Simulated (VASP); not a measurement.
# SiNi2 (P6_3/mmc) in VASP: further runs, part 2 of 2

VASP 6.6.1. The steps go on from the part before.

### 4 Single point, r2SCAN (volume scaled by 0.91, then relaxed in part)

POSCAR

```
SiNi2
1.0
    3.7631963405      0.0000000000      0.0000000000
   -1.8815981703      3.2590236303      0.0000000000
    0.0000000000      0.0000000000      4.7403835115
Si Ni
2 4
Direct
    0.3333333333      0.6666666667      0.7500000000
    0.6666666667      0.3333333333      0.2500000000
    0.0000000000      0.0000000000      0.0000000000
    0.0000000000      0.0000000000      0.5000000000
    0.3333333333      0.6666666667      0.2500000000
    0.6666666667      0.3333333333      0.7500000000
```

INCAR.step1

```
SYSTEM = SiNi2
PREC = Accurate ; ENCUT = 520
ISMEAR = 0 ; SIGMA = 0.1
LREAL = .FALSE. ; LASPH = .TRUE.
NELM = 60 ; NBANDS = 33
GGA = PE ; ALGO = Normal
EDIFF = 1E-4 ; LWAVE = .TRUE.
LCHARG = .FALSE.
```

INCAR.step2

```
SYSTEM = SiNi2
PREC = Accurate ; ENCUT = 520
EDIFF = 1E-6 ; ISMEAR = 0
SIGMA = 0.1 ; LREAL = .FALSE.
LASPH = .TRUE. ; NELM = 60
ALGO = Normal ; ISIF = 2
LWAVE = .FALSE. ; LCHARG = .FALSE.
METAGGA = R2SCAN ; LMIXTAU = .TRUE.
NBANDS = 33 ; ISTART = 1
```

KPOINTS

```
Automatic mesh
0
G
  12 12 8
  0 0 0
```

Potentials or basis: VASP PAW PBE potentials, release 64 (Si, Ni).

Run with:

```console
> cat potpaw_PBE.64/Si/POTCAR potpaw_PBE.64/Ni/POTCAR > POTCAR
> cp INCAR.step1 INCAR
> mpirun -np 1 vasp_std > vasp.out
> cp INCAR.step2 INCAR
> mpirun -np 1 vasp_std > vasp.out
```

OUTCAR:

```text
SYSTEM = SiNi2
   PREC = Accurate
   ENCUT = 520
   EDIFF = 1E-6
   ISMEAR = 0
   LREAL = .FALSE.
   LASPH = .TRUE.
   NELM = 60
   ISIF = 2
   METAGGA = R2SCAN
   ISTART = 1

 ion  position               nearest neighbor table
   1  0.333  0.667  0.750-   6 2.17   6 2.17   6 2.17   5 2.37   5 2.37   3 2.47   4 2.47   4 2.47
                             3 2.47   4 2.47   3 2.47
   2  0.667  0.333  0.250-   5 2.17   5 2.17   5 2.17   6 2.37   6 2.37   3 2.47   4 2.47   3 2.47
                             4 2.47   3 2.47   4 2.47
   3  0.000  0.000  0.000-   4 2.37   4 2.37   1 2.47   5 2.47   6 2.47   2 2.47   2 2.47   6 2.47
                             1 2.47   5 2.47   2 2.47   6 2.47   1 2.47   5 2.47
   4  0.000  0.000  0.500-   3 2.37   3 2.37   1 2.47   5 2.47   6 2.47   2 2.47   2 2.47   6 2.47
                             1 2.47   5 2.47   2 2.47   6 2.47   1 2.47   5 2.47
   5  0.333  0.667  0.250-   2 2.17   2 2.17   2 2.17   1 2.37   1 2.37   3 2.47   4 2.47   4 2.47
                             3 2.47   4 2.47   3 2.47
   6  0.667  0.333  0.750-   1 2.17   1 2.17   1 2.17   2 2.37   2 2.37   3 2.47   4 2.47   3 2.47
                             4 2.47   3 2.47   4 2.47

  LATTYP: Found a hexagonal cell.
 ALAT       =     3.7631963405
 C/A-ratio  =     1.2596694625

  Lattice vectors:

 A1 = (   3.7631963405,   0.0000000000,   0.0000000000)
 A2 = (  -1.8815981703,   3.2590236303,   0.0000000000)
 A3 = (   0.0000000000,   0.0000000000,   4.7403835115)

Analysis of symmetry for initial positions (statically):
=====================================================================
 Subroutine PRICEL returns:
 Original cell was already a primitive cell.

 Routine SETGRP: Setting up the symmetry group for a
 hexagonal supercell.

 Subroutine GETGRP returns: Found 24 space group operations
 (whereof 12 operations were pure point group operations)
 out of a pool of 24 trial point group operations.

The static configuration has the point symmetry D_3d.
 The point group associated with its full space group is D_6h.

Analysis of symmetry for dynamics (positions and initial velocities):
=====================================================================
 Subroutine PRICEL returns:
 Original cell was already a primitive cell.

 Routine SETGRP: Setting up the symmetry group for a
 hexagonal supercell.

 Subroutine GETGRP returns: Found 24 space group operations
 (whereof 12 operations were pure point group operations)
 out of a pool of 24 trial point group operations.

The dynamic configuration has the point symmetry D_3d.
 The point group associated with its full space group is D_6h.

 Subroutine INISYM returns: Found 24 space group operations
 (whereof 12 operations are pure point group operations),
 and found     1 'primitive' translations

----------------------------------------------------------------------------------------

                                     Primitive cell

  volume of cell :      58.1377

  direct lattice vectors                    reciprocal lattice vectors
     3.763196340  0.000000000  0.000000000     0.265731551  0.153420182  0.000000000
    -1.881598170  3.259023630  0.000000000     0.000000000  0.306840365  0.000000000
     0.000000000  0.000000000  4.740383512     0.000000000  0.000000000  0.210953396

  length of vectors
     3.763196340  3.763196341  4.740383512     0.306840365  0.306840365  0.210953396

  position of ions in fractional coordinates (direct lattice)
[... 66 lines left out ...]
  0.250000  0.000000  0.125000     12.000000
  0.333333  0.000000  0.125000     12.000000
 [... further k-points ...]
   k-points           NKPTS =     95   k-points in BZ     NKDIM =     95   number of bands    NBANDS=     33
   number of dos      NEDOS =    301   number of ions     NIONS =      6
   total plane-waves  NPLWV =  28224
   dimension x,y,z NGX =    28 NGY =   28 NGZ =   36
   dimension x,y,z NGXF=    56 NGYF=   56 NGZF=   72
   ions per type =               2   4
   NGX,Y,Z   is equivalent  to a cutoff of  12.37, 12.37, 12.63 a.u.
   NGXF,Y,Z  is equivalent  to a cutoff of  24.74, 24.74, 25.25 a.u.
 SYSTEM =  SiNi2
   PREC   = accura    normal or accurate (medium, high low for compatibility)
   ISTART =      1    job   : 0-new  1-cont  2-samecut
   ICHARG =      0    charge: 1-file 2-atom 10-const
   ISPIN  =      1    spin polarized calculation?
   LNONCOLLINEAR =      F non collinear calculations
   LSORBIT =      F    spin-orbit coupling
   LASPH  =      T    aspherical Exc in radial PAW
   ENCUT  =  520.0 eV  38.22 Ry    6.18 a.u.   7.00  7.00  8.81*2*pi/ulx,y,z
   NELM   =     60;   NELMIN=  2; NELMDL=  0     # of ELM steps
   EDIFF  = 0.1E-05   stopping-criterion for ELM
   LREAL  =      F    real-space projection
   EDIFFG = 0.1E-04   stopping-criterion for IOM
   NSW    =      0    number of steps for IOM
   IBRION =     -1    ionic relax: 0-MD 1-quasi-New 2-CG
   NFREE  =      0    steps in history (QN), initial steepest desc. (CG)
   ISIF   =      2    stress and relaxation
   ISYM   =      2    0-nonsym 1-usesym 2-fastsym
   POTIM  = 0.5000    time-step for ionic-motion
   TEBEG  =    0.0;   TEEND  =   0.0 temperature during run
   PSTRESS=    0.0 pullay stress
   NELECT =      48.0000    total number of electrons
   NUPDOWN=      -1.0000    fix difference up-down
   EMIN   =  10.00;   EMAX   =-10.00  energy-range for DOS
   EFERMI =   0.00;   METHOD = LEGACY
   ISMEAR =     0;   SIGMA  =   0.10  broadening in eV -4-tet -1-fermi 0-gaus
   EFERMI_NEDOS =   21; number of points for ismear=-14 and -15
   IALGO  =     38    algorithm
   IMIX   =      4    mixing-type and parameters
     AMIX     =   0.40;   BMIX     =  1.00
     AMIX_MAG =   1.60;   BMIX_MAG =  1.00
  volume/ion in A,a.u.               =       9.69        65.39
  Fermi-wavevector in a.u.,A,eV,Ry     =   1.535805  2.902250 32.092003  2.358696
  Thomas-Fermi vector in A             =   2.642542
   LORBIT       =      0    0 simple, 1 ext, 2 COOP (PROOUT), +10 PAW based schemes
   METAGGA = R2SCAN    functional components
   LHFCALC =     F    Hartree Fock is set to
   AEXX    =    0.0000 exact exchange contribution
   IVDW    =     0    specifies the selected vdW correction
   LEPSILON=     F    determine dielectric tensor
   LRPA    =     F    only Hartree local field effects (RPA)
 non-spin polarized calculation
 Gauss-broadening in eV      SIGMA  =   0.10
  energy-cutoff  :      520.00
  volume of cell :       58.14
 maximum number of plane-waves:      1596
 NGX is ok and might be reduce to    28
   NGX = 13   NGY = 13   NGZ = 17

 number of electron      47.9999970 magnetization

 Free energy of the ion-electron system (eV)
  ---------------------------------------------------
  ext. energy  EPLUGINS =         0.00000000
  ---------------------------------------------------
  free energy    TOTEN  =       -67.81359117 eV

  energy without entropy =      -67.79848334  energy(sigma->0) =      -67.80603725

 E-fermi :  12.8799     XC(G=0): -14.7378

 val. band max:       12.8727150791   @ k =   0.2500   0.0000   0.3750
 cond. band min:      12.9036074877   @ k =   0.3333   0.3333   0.2500
 fundamental gap:      0.0308924086
 Fermi energy:        12.8799163205

 k-point     1 :       0.0000    0.0000    0.0000
  band No.  band energies     occupation
      1      -1.3686      2.00000
      2       3.8731      2.00000
      3       5.3487      2.00000
      4       6.7818      2.00000
      5       6.7818      2.00000
      6       8.2070      2.00000
[... 853 lines left out ...]
     32      21.2591      0.00000
     33      22.0420      0.00000

 [... further k-points ...]

------------------------ aborting loop because EDIFF is reached ----------------------------------------

  FORCE on cell =-STRESS in cart. coord.  units (eV):
  Direction    XX          YY          ZZ          XY          YZ          ZX
  --------------------------------------------------------------------------------------
  -------------------------------------------------------------------------------------
  Total        9.8615417      9.8615417      9.8051904     -0.0000000     -0.0000000      0.0000000
  in kB      271.7675082    271.7675082    270.2145600     -0.0000000     -0.0000000      0.0000000
  external PRESSURE =     271.2498588 kB  Pullay stress =       0.0000000 kB

 VOLUME and BASIS-vectors are now :
 -----------------------------------------------------------------------------
  energy-cutoff  :      520.00
  volume of cell :       58.14
      direct lattice vectors                 reciprocal lattice vectors
     3.763196340  0.000000000  0.000000000     0.265731551  0.153420182  0.000000000
    -1.881598170  3.259023630  0.000000000     0.000000000  0.306840365  0.000000000
     0.000000000  0.000000000  4.740383512     0.000000000  0.000000000  0.210953396

 POSITION                                       TOTAL-FORCE (eV/Angst)
 -----------------------------------------------------------------------------------
     -0.00000      2.17268      3.55529        -0.000000     -0.000000      0.000000
      1.88160      1.08634      1.18510         0.000000      0.000000      0.000000
      0.00000      0.00000      0.00000         0.000000     -0.000000      0.000000
      0.00000      0.00000      2.37019         0.000000     -0.000000      0.000000
     -0.00000      2.17268      1.18510        -0.000000      0.000000      0.000000
      1.88160      1.08634      3.55529         0.000000     -0.000000      0.000000
 -----------------------------------------------------------------------------------
    total drift:                                0.000000     -0.000000      0.000000

  FREE ENERGIE OF THE ION-ELECTRON SYSTEM (eV)
  ---------------------------------------------------
  free  energy   TOTEN  =       -67.8135911675 eV

  energy  without entropy=      -67.7984833379  energy(sigma->0) =      -67.80603725
```

Run time: 4.9 min. Hardware: 1 thread of Intel Xeon 6975P-C (Granite Rapids), shared host; peak memory 0.27 GiB.

What came out:

```yaml
Free_energy: -67.8136 eV
Pressure: 27.1 GPa
Band_gap_on_the_k_mesh: zero (band 24 reaches 16.21 eV, above the bottom of band 25 at 12.21 eV)
```

Caveat: the PAW data sets were made with another functional, which shifts forces and pressure a little. Spin polarisation is off, so any magnetic state and its effect on volume and gap are missing.

### 5 Single point, r2SCAN (volume scaled by 1.10, then relaxed in part)

POSCAR, as its differences from that of step 4:

```diff
@@ -2,5 +2,5 @@
 1.0
-    3.7631963405      0.0000000000      0.0000000000
-   -1.8815981703      3.2590236303      0.0000000000
-    0.0000000000      0.0000000000      4.7403835115
+    3.9719504128      0.0000000000      0.0000000000
+   -1.9859752064      3.4398099601      0.0000000000
+    0.0000000000      0.0000000000      5.1436438637
 Si Ni
```

INCAR.step1

```
PREC     = Accurate       # precision mode
ENCUT    = 520            # plane-wave cutoff, eV
ISMEAR   = 0              # smearing method
SIGMA    = 0.1            # smearing width, eV
LREAL    = False          # projectors in reciprocal space
LASPH    = True           # aspherical terms in the spheres
NELM     = 100            # most SCF steps
NBANDS   = 33             # bands
GGA      = PE             # functional
ALGO     = Normal         # electronic algorithm
EDIFF    = 1E-4           # SCF threshold, eV
LWAVE    = True           # write WAVECAR
LCHARG   = False          # write CHGCAR
```

INCAR.step2

```
PREC     = Accurate       # precision mode
ENCUT    = 520            # plane-wave cutoff, eV
EDIFF    = 1E-6           # SCF threshold, eV
ISMEAR   = 0              # smearing method
SIGMA    = 0.1            # smearing width, eV
LREAL    = False          # projectors in reciprocal space
LASPH    = True           # aspherical terms in the spheres
NELM     = 100            # most SCF steps
ALGO     = Normal         # electronic algorithm
ISIF     = 2              # what is computed and relaxed
LWAVE    = False          # write WAVECAR
LCHARG   = False          # write CHGCAR
METAGGA  = R2SCAN         # meta-GGA
LMIXTAU  = True         
NBANDS   = 33             # bands
ISTART   = 1
```

KPOINTS

```
Automatic mesh
0
Gamma
  12 12 8
```

Run with:

```console
> cat potpaw_PBE.64/Si/POTCAR potpaw_PBE.64/Ni/POTCAR > POTCAR
> cp INCAR.step1 INCAR
> mpirun -np 1 vasp_std > vasp.out
> cp INCAR.step2 INCAR
> mpirun -np 1 vasp_std > vasp.out
```

It took 8.9 min on 1 thread of Intel Xeon 6975P-C (Granite Rapids), shared host; peak memory 0.3 GiB.

It converged, with:

```yaml
Free_energy: -67.9002 eV
Pressure: -16.7 GPa
Band_gap_on_the_k_mesh: zero (band 24 reaches 12.72 eV, above the bottom of band 25 at 9.34 eV)
```

Stress tensor (GPa, compression positive):
```
-16.63   0.00   0.00
  0.00 -16.63   0.00
  0.00   0.00 -16.74
```

Levels at points of the mesh, in eV from the Fermi level:
```
           k point  band 20  band 21  band 22  band 23  band 24  band 25  band 26  band 27  band 28  band 29
(0.00, 0.00, 0.00)    -1.09    -0.57    -0.57     0.03     2.78     2.78     2.81     2.85     2.85     3.35
(0.50, 0.00, 0.00)    -1.38    -1.23    -1.12    -0.95    -0.63    -0.57     1.00     1.76     2.99     3.50
(0.00, 0.00, 0.50)    -1.15    -1.15    -1.15     2.03     2.03     3.24     3.24     3.24     3.24     4.23
(0.50, 0.00, 0.50)    -1.54    -1.16    -1.16    -0.86    -0.86     0.92     0.92     2.86     2.86     5.58
```

Caveat: the PAW data sets were made with another functional, which shifts forces and pressure a little.

### 6 The runs side by side

| cell | gap on the mesh (eV) | pressure (GPa) |
| --- | --- | --- |
| a = 3.855, b = 3.855, c = 4.900 Å, angles 90.0, 90.0, 120.0°, 6 atoms | none | 3.3 |
| a = 3.725, b = 3.725, c = 4.679 Å, angles 90.0, 90.0, 120.0°, 6 atoms | none | 39.2 |
| a = 3.763, b = 3.763, c = 4.740 Å, angles 90.0, 90.0, 120.0°, 6 atoms | none | 27.1 |
| a = 3.972, b = 3.972, c = 5.144 Å, angles 90.0, 90.0, 120.0°, 6 atoms | none | -16.7 |

Alike in all rows: task single point; level r2SCAN; potentials or basis VASP PAW PBE potentials, release 64 (Si, Ni); no spin polarisation; k mesh 12 × 12 × 8; cutoff (eV) 520; smearing gaussian 0.1 eV.

Caveats: the PAW data sets were made with another functional, which shifts forces and pressure a little.

Absolute energies hang on the potentials; compare differences alone.
